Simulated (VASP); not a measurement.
# NiO (Fm-3m) in VASP: further runs, part 2 of 2

VASP 6.6.1.

### 5 Single point, HF, collinear spin, ferromagnetic start

This run uses another cell than the first one, of 9.66 Å³/atom.

POSCAR

```
NiO
1.0
    0.0000000000      2.1296201599      2.1296201599
    2.1296201599      0.0000000000      2.1296201599
    2.1296201599      2.1296201599      0.0000000000
Ni O
1 1
Direct
    0.0000000000      0.0000000000      0.0000000000
    0.5000000000      0.5000000000      0.5000000000
```

INCAR.step1

```
PREC = Accurate
ENCUT = 520
EDIFF = 1E-5
ISMEAR = -1
SIGMA = 0.05
LREAL = F
LASPH = T
NELM = 150
ALGO = Normal
ISIF = 2
LWAVE = T
ISPIN = 2
MAGMOM = 1 0
LORBIT = 11
LMAXMIX = 4
NBANDS = 19
GGA = PE
```

INCAR.step2

```
PREC = Accurate
ENCUT = 520
EDIFF = 1E-6
ISMEAR = -1
SIGMA = 0.05
LREAL = F
LASPH = T
NELM = 150
ALGO = Normal
ISIF = 2
LWAVE = F
LCHARG = T
ISPIN = 2
MAGMOM = 1 0
LORBIT = 11
LMAXMIX = 4
GGA = PE
LHFCALC = T
AEXX = 1.0
ALDAC = 0.0
AGGAC = 0.0
PRECFOCK = Normal
LELF = T
LVHAR = T
NBANDS = 19
ISTART = 1
```

KPOINTS

```
regular mesh
0
Gamma
  6 6 6
```

Potentials or basis: VASP PAW PBE potentials, release 64 (Ni, O).

Started as:

```bash
$ cat potpaw_PBE.64/Ni/POTCAR potpaw_PBE.64/O/POTCAR > POTCAR
$ cp INCAR.step1 INCAR
$ mpirun -np 1 vasp_std > vasp.out
$ cp INCAR.step2 INCAR
$ mpirun -np 1 vasp_std > vasp.out
```

OUTCAR:

```text
PREC = Accurate
   ENCUT = 520
   EDIFF = 1E-6
   ISMEAR = -1
   LREAL = F
   LASPH = T
   NELM = 150
   ISIF = 2
   ISPIN = 2
   LORBIT = 11
   GGA = PE
   LHFCALC = T
   AEXX = 1.0
   PRECFOCK = Normal
   ISTART = 1

 ion  position               nearest neighbor table
   1  0.000  0.000  0.000-   2 2.13   2 2.13   2 2.13   2 2.13   2 2.13   2 2.13
   2  0.500  0.500  0.500-   1 2.13   1 2.13   1 2.13   1 2.13   1 2.13   1 2.13

  LATTYP: Found a face centered cubic cell.
 ALAT       =     4.2592403198

  Lattice vectors:

 A1 = (   0.0000000000,   2.1296201599,   2.1296201599)
 A2 = (   2.1296201599,   0.0000000000,   2.1296201599)
 A3 = (   2.1296201599,   2.1296201599,   0.0000000000)

Analysis of symmetry for initial positions (statically):
=====================================================================
 Subroutine PRICEL returns:
 Original cell was already a primitive cell.

 Routine SETGRP: Setting up the symmetry group for a
 face centered cubic supercell.

 Subroutine GETGRP returns: Found 48 space group operations
 (whereof 48 operations were pure point group operations)
 out of a pool of 48 trial point group operations.

The static configuration has the point symmetry O_h .

Analysis of symmetry for dynamics (positions and initial velocities):
=====================================================================
 Subroutine PRICEL returns:
 Original cell was already a primitive cell.

 Routine SETGRP: Setting up the symmetry group for a
 face centered cubic supercell.

 Subroutine GETGRP returns: Found 48 space group operations
 (whereof 48 operations were pure point group operations)
 out of a pool of 48 trial point group operations.

The dynamic configuration has the point symmetry O_h .

Analysis of structural, dynamic, and magnetic symmetry:
=====================================================================
 Subroutine PRICEL returns:
 Original cell was already a primitive cell.

 Routine SETGRP: Setting up the symmetry group for a
 face centered cubic supercell.

 Subroutine GETGRP returns: Found 48 space group operations
 (whereof 48 operations were pure point group operations)
 out of a pool of 48 trial point group operations.

The overall configuration has the point symmetry O_h .

 Subroutine INISYM returns: Found 48 space group operations
 (whereof 48 operations are pure point group operations),
 and found     1 'primitive' translations

----------------------------------------------------------------------------------------

                                     Primitive cell

  volume of cell :      19.3169

  direct lattice vectors                    reciprocal lattice vectors
     0.000000000  2.129620160  2.129620160    -0.234783653  0.234783653  0.234783653
     2.129620160  0.000000000  2.129620160     0.234783653 -0.234783653  0.234783653
     2.129620160  2.129620160  0.000000000     0.234783653  0.234783653 -0.234783653

  length of vectors
     3.011737713  3.011737713  3.011737713     0.406657215  0.406657215  0.406657215

  position of ions in fractional coordinates (direct lattice)
[... 69 lines left out ...]
   NELM   =    150;   NELMIN=  2; NELMDL=  0     # of ELM steps
   EDIFF  = 0.1E-05   stopping-criterion for ELM
   LREAL  =      F    real-space projection
   EDIFFG = 0.1E-04   stopping-criterion for IOM
   NSW    =      0    number of steps for IOM
   IBRION =     -1    ionic relax: 0-MD 1-quasi-New 2-CG
   NFREE  =      0    steps in history (QN), initial steepest desc. (CG)
   ISIF   =      2    stress and relaxation
   ISYM   =      3    0-nonsym 1-usesym 2-fastsym
   POTIM  = 0.5000    time-step for ionic-motion
   TEBEG  =    0.0;   TEEND  =   0.0 temperature during run
   PSTRESS=    0.0 pullay stress
   NELECT =      16.0000    total number of electrons
   NUPDOWN=      -1.0000    fix difference up-down
   EMIN   =  10.00;   EMAX   =-10.00  energy-range for DOS
   EFERMI =   0.00;   METHOD = LEGACY
   ISMEAR =    -1;   SIGMA  =   0.05  broadening in eV -4-tet -1-fermi 0-gaus
   EFERMI_NEDOS =   21; number of points for ismear=-14 and -15
   IALGO  =     38    algorithm
   IMIX   =      1    mixing-type and parameters
     AMIX     =   0.40;   BMIX     =  1.00
     AMIX_MAG =   1.60;   BMIX_MAG =  1.00
  volume/ion in A,a.u.               =       9.66        65.18
  Fermi-wavevector in a.u.,A,eV,Ry     =   1.537456  2.905370 32.161054  2.363771
  Thomas-Fermi vector in A             =   2.643962
   LORBIT       =     11    0 simple, 1 ext, 2 COOP (PROOUT), +10 PAW based schemes
   GGA     = PE    functional components
   LHFCALC =     T    Hartree Fock is set to
   PRECFOCK=normal    Normal, Fast or Accurate (Low or Medium for compatibility)
   ENCUT4O =  -1.0   cutoff for four orbital integrals eV
   NKREDX  =     1    reduce k-point grid by
   NKREDY  =     1    reduce k-point grid by
   NKREDZ  =     1    reduce k-point grid by
   AEXX    =    1.0000 exact exchange contribution
   HFSCREEN=    0.0000 screening length (either q_TF or 0.3 A-1)
   HFSCREENC=   0.0000 screening length for correlation (either q_TF or 0.3 A-1)
   ENCUTFOCK=  -1.0 apply spherical cutoff to Coloumb kernel
   IVDW    =     0    specifies the selected vdW correction
   LEPSILON=     F    determine dielectric tensor
   LRPA    =     F    only Hartree local field effects (RPA)
 spin polarized calculation
  energy-cutoff  :      520.00
  volume of cell :       19.32
 maximum number of plane-waves:       531
 NGX is ok and might be reduce to    24
  NGX = 18; NGY = 18; NGZ = 18

 number of electron      16.0000013 magnetization       1.9999356

 Free energy of the ion-electron system (eV)
  ---------------------------------------------------
  ext. energy  EPLUGINS =         0.00000000
  ---------------------------------------------------
  free energy    TOTEN  =       -35.23566202 eV

  energy without entropy =      -35.23566202  energy(sigma->0) =      -35.23566202

 E-fermi :   2.0391     XC(G=0):   0.0000

 val. band max:        1.0222084002   @ k =   0.5000   0.0000   0.0000
 cond. band min:      14.0773177507   @ k =   0.0000   0.0000   0.0000
 fundamental gap:     13.0551093505
 Fermi energy:         2.0390755761

 spin component 1

 k-point     1 :       0.0000    0.0000    0.0000
  band No.  band energies     occupation
      1     -23.3958      1.00000
      2      -7.9398      1.00000
      3      -7.9398      1.00000
      4      -6.5599      1.00000
      5      -6.5599      1.00000
      6      -6.5599      1.00000
[... 328 lines left out ...]
      5      -6.6410      1.00000
      6      -5.8878      1.00000
[... 11 lines left out ...]
     18      46.8574      0.00000
     19      49.6289      0.00000
 Fermi energy:         2.0390755761

 spin component 2

 k-point     1 :       0.0000    0.0000    0.0000
  band No.  band energies     occupation
      1     -22.8393      1.00000
      2      -4.4813      1.00000
      3      -4.4813      1.00000
      4      -4.4813      1.00000
      5       0.4765      1.00000
      6       0.4765      1.00000
[... 329 lines left out ...]
      6      -2.0231      1.00000
[... 11 lines left out ...]
     18      48.4214      0.00000
     19      50.0028      0.00000

------------------------ aborting loop because EDIFF is reached ----------------------------------------

  FORCE on cell =-STRESS in cart. coord.  units (eV):
  Direction    XX          YY          ZZ          XY          YZ          ZX
  --------------------------------------------------------------------------------------
  -------------------------------------------------------------------------------------
  Total        0.0618932      0.0618932      0.0618932      0.0000000      0.0000000      0.0000000
  in kB        5.1335401      5.1335401      5.1335401      0.0000000      0.0000000      0.0000000
  external PRESSURE =       5.1335401 kB  Pullay stress =       0.0000000 kB

 VOLUME and BASIS-vectors are now :
 -----------------------------------------------------------------------------
  energy-cutoff  :      520.00
  volume of cell :       19.32
      direct lattice vectors                 reciprocal lattice vectors
     0.000000000  2.129620160  2.129620160    -0.234783653  0.234783653  0.234783653
     2.129620160  0.000000000  2.129620160     0.234783653 -0.234783653  0.234783653
     2.129620160  2.129620160  0.000000000     0.234783653  0.234783653 -0.234783653

 POSITION                                       TOTAL-FORCE (eV/Angst)
 -----------------------------------------------------------------------------------
      0.00000      0.00000      0.00000        -0.000000     -0.000000      0.000000
      2.12962      2.12962      2.12962         0.000000      0.000000      0.000000
 -----------------------------------------------------------------------------------
    total drift:                                0.000000      0.000000      0.000000

  FREE ENERGIE OF THE ION-ELECTRON SYSTEM (eV)
  ---------------------------------------------------
  free  energy   TOTEN  =       -35.2356620155 eV

  energy  without entropy=      -35.2356620154  energy(sigma->0) =      -35.23566202

 total charge

# of ion       s       p       d       tot
------------------------------------------
    1        0.272   0.378   8.054   8.704
    2        1.557   3.629   0.000   5.186
--------------------------------------------------
tot          1.829   4.007   8.054  13.891

 magnetization (x)

# of ion       s       p       d       tot
------------------------------------------
    1       -0.001  -0.003   1.884   1.880
    2        0.019   0.097   0.000   0.116
--------------------------------------------------
tot          0.017   0.094   1.884   1.996
```

Run time: 1.5 h. Hardware: 1 thread of Intel Xeon Platinum 8375C at 2.90GHz (Ice Lake), shared host; peak memory 0.16 GiB.

What came out:

| Quantity | Value |
| --- | --- |
| Free energy | -35.2357 eV |
| Pressure | 0.5 GPa |
| Band gap on the k mesh | 13.06 eV (least direct gap 13.60 eV) |
| Net moment | 2.00 μB per cell |
| Site moments | Ni +1.88; O +0.12 μB |
| Valence electrons inside the program's atomic spheres | Ni 8.70; O 5.19 |

Caveat: the k points lie up to 0.43 Å⁻¹ apart; the PAW data sets were made with another functional, which shifts forces and pressure a little; a cell with one magnetic atom can't hold antiferromagnetic order, which such compounds often take.

### 6 The runs side by side

```csv
task,level,potentials or basis,cell,k mesh,cutoff (eV),grid for exact exchange (PRECFOCK),share of exact exchange,gap on the mesh (eV),pressure (GPa),moment (μB)
relaxation of cell and atoms,r2SCAN,"VASP PAW PBE potentials, release 64 (Ni, O)","relaxed from a = 2.950 Å, angles 60.0°, 2 atoms",11 × 11 × 11,600,-,-,0.77,0.1,2.00
single point,PBE,"VASP PAW PBE potentials, release 64 (Ni_sv_GW, O)","a = 2.950 Å, angles 60.0°, 2 atoms",4 × 4 × 4,700,-,-,none,0.8,1.38
single point,BLYP+D3(BJ),"VASP PAW PBE potentials, release 64 (Ni_sv_GW, O)","a = 2.890 Å, angles 60.0°, 2 atoms",11 × 11 × 11,700,-,-,none,21.3,1.46
single point,HF,"VASP PAW PBE potentials, release 64 (Ni, O)","a = 3.012 Å, angles 60.0°, 2 atoms",6 × 6 × 6,520,Normal,1,13.06,0.5,2.00
```

Alike in all rows: spin collinear, ferromagnetic start; smearing fermi-dirac 0.05 eV.

Caveats: some runs use coarse meshes; a cell with one magnetic atom can't hold antiferromagnetic order, which such compounds often take; the PAW data sets were made with another functional, which shifts forces and pressure a little (at least some runs); semilocal functionals often make such compounds metallic where correlation or magnetic order opens a gap, which also shifts bond lengths (at least some runs); semilocal functionals underestimate gaps, and a narrow one can read as zero (at least some runs); an odd mesh through Γ misses points on the zone boundary, where band edges can lie (at least some runs); the cell stands under pressure (at least some runs).

Total energies depend on the potentials used, so only differences within one code and one set of settings carry meaning.

The gap in the log of VASP goes by the Fermi energy; the results here count the filled bands.